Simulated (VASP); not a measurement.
A run of VASP 6.6.1:

Contents of INCAR:

```
SYSTEM = GaPbI3
PREC     = Accurate       ! precision mode
ENCUT    = 520            ! plane-wave cutoff, eV
EDIFF    = 1E-6           ! SCF threshold, eV
ISMEAR   = 0              ! smearing method
SIGMA    = 0.1            ! smearing width, eV
LREAL    = .False.        ! projectors in reciprocal space
LASPH    = .True.         ! aspherical terms in the spheres
NELM     = 100            ! most SCF steps
ALGO     = Normal         ! electronic algorithm
ISIF     = 2              ! what is computed and relaxed
LWAVE    = .False.        ! write WAVECAR
LCHARG   = .True.         ! write CHGCAR
GGA      = PE             ! functional
LELF     = .True.         ! ELF
LVHAR    = .True.       
NBANDS   = 32             ! bands
```

KPOINTS

```
Automatic mesh
0
Gamma
  4 4 4
  0 0 0
```

POSCAR

```
GaPbI3
1.0
    5.7454458600      0.0000000000      0.0000000000
    0.0000000000      5.7454458600      0.0000000000
    0.0000000000      0.0000000000      5.7454458600
Ga Pb I
1 1 3
Direct
    0.0000000000      0.0000000000      0.0000000000
    0.5000000000      0.5000000000      0.5000000000
    0.0000000000      0.5000000000      0.5000000000
    0.5000000000      0.0000000000      0.5000000000
    0.5000000000      0.5000000000      0.0000000000
```

Potentials or basis: VASP PAW PBE potentials, release 64 (Ga_d, Pb_d, I).

Run with:

```sh
$ cat potpaw_PBE.64/Ga_d/POTCAR potpaw_PBE.64/Pb_d/POTCAR potpaw_PBE.64/I/POTCAR > POTCAR
$ mpirun -np 1 vasp_std > vasp.out
```

Hardware: 1 thread of Intel(R) Xeon(R) Platinum 8488C (Sapphire Rapids) (shared host).

Estimate the wall time of this run.

It took 54 s on 1 thread of Intel(R) Xeon(R) Platinum 8488C (Sapphire Rapids), on a shared host, peak memory 0.36 GiB. Counts: scf iterations 14, k points 10.
